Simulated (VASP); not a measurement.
A run of VASP 6.6.1:

The input INCAR:

```
PREC     = Accurate       # precision mode
ENCUT    = 520            # plane-wave cutoff, eV
EDIFF    = 1E-7           # SCF threshold, eV
ISMEAR   = -1             # smearing method
SIGMA    = 0.02           # smearing width, eV
LREAL    = F              # projectors in reciprocal space
LASPH    = T              # aspherical terms in the spheres
NELM     = 100            # most SCF steps
ALGO     = Normal         # electronic algorithm
ISIF     = 2              # what is computed and relaxed
LWAVE    = F              # write WAVECAR
LCHARG   = F              # write CHGCAR
GGA      = PS             # functional
NBANDS   = 27             # bands
```

The input KPOINTS:

```
regular mesh
0
Gamma
  6 6 6
```

Contents of POSCAR:

```
BaHfO3
1.0
    4.1575398822      0.0000000000      0.0000000000
    0.0000000000      4.1575398822      0.0000000000
    0.0000000000      0.0000000000      4.1575389399
Ba Hf O
1 1 3
Direct
    0.5000000000      0.5000000000      0.5719993980
    0.0000000000      0.0000000000      0.0719993980
    0.0000000000      0.5000000000      0.0719993980
    0.5000000000      0.0000000000      0.0719993980
    0.0000000000      0.0000000000      0.5719993980
```

Potentials or basis: VASP PAW PBE potentials, release 64 (Ba_sv, Hf_pv, O).

Run with:

```bash
$ cat potpaw_PBE.64/Ba_sv/POTCAR potpaw_PBE.64/Hf_pv/POTCAR potpaw_PBE.64/O/POTCAR > POTCAR
$ mpirun -np 1 vasp_std > vasp.out
```

Hardware: 1 thread of Intel(R) Xeon(R) Platinum 8559C (Emerald Rapids), on a shared host.

How long does it take, and how much memory?

It took 20 s on 1 thread of Intel(R) Xeon(R) Platinum 8559C (Emerald Rapids), with other jobs on the host, peak memory 0.19 GiB. Counts: scf iterations 16, k points 20.
